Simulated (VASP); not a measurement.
A run of VASP 6.6.1 is set up as follows.

The input INCAR:

```
PREC = Accurate
ENCUT = 600
EDIFF = 1E-8
ISMEAR = -1
SIGMA = 0.05
LREAL = F
LASPH = T
NELM = 100
ALGO = Normal
ISIF = 3
LWAVE = F
LCHARG = T
GGA = PS
IBRION = 6
NFREE = 2
POTIM = 0.015
NSW = 1
```

The input KPOINTS:

```
Automatic mesh
0
Gamma
  7 7 7
```

Contents of POSCAR:

```
Sb
1.0
    0.1733647600      2.3885337500      2.4958692300
    2.4173055400      0.0646925500      2.6045414300
    2.3204533900      2.4003538000      0.1615447000
Sb
1
Direct
    0.0000000000      0.0000000000      0.0000000000
```

Potentials or basis: VASP PAW PBE potentials, release 64 (Sb).

Command:

```bash
$ cat potpaw_PBE.64/Sb/POTCAR > POTCAR
$ mpirun -np 1 vasp_std > vasp.out
```

Problem. Predict the Voigt bulk modulus.

Solution. 65 GPa.

Clamped-ion elastic tensor (GPa):
```
 29  63  97  23 -16 -10
 63  57  73 -10  15  13
 97  73  29 -16 -26 -25
 23 -10 -16   5  -3  30
-16  15 -26  -3 -10  15
-10  13 -25  30  15  21
```

Caveat: the elastic tensor has a negative eigenvalue, so either the cell is unstable as it stands or the mesh is too thin; the PAW data sets were made with another functional, which shifts forces and pressure a little.
